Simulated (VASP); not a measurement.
CoO:

```
CELL_PARAMETERS angstrom
0.00000 4.26300 4.26300
2.13150 0.00000 2.13150
2.13150 2.13150 0.00000
ATOMIC_POSITIONS crystal
Co 0.00000 0.00000 0.00000
Co 0.50000 0.00000 0.00000
O 0.25000 0.50000 0.50000
O 0.75000 0.50000 0.50000
```

Base run:

| Quantity | Value |
| --- | --- |
| Program | VASP 6.6.1 |
| Functional | PBE |
| Potentials or basis | VASP PAW PBE potentials, release 64 (Co, O) |
| Cutoff | 520 eV |
| k mesh | 5 × 10 × 10 |
| Occupations | fermi-dirac, width 0.05 eV |
| Spin | collinear spin, ferromagnetic start |
| Starting moments | [3.0, 3.0, 0.0, 0.0] μB |
| Hubbard terms | Co d U = 3.3 eV |

Its results: pressure -1.9 GPa; net moment 6.00 μB per cell; site moments Co +2.73; O +0.26 μB.

Question: The run is repeated on the same cell with these changes: hubbard terms from Co d U = 3.3 eV to none. What comes out?

Answer: Pressure -2.3 GPa; net moment 5.81 μB per cell; site moments Co +2.56; O +0.30 μB.
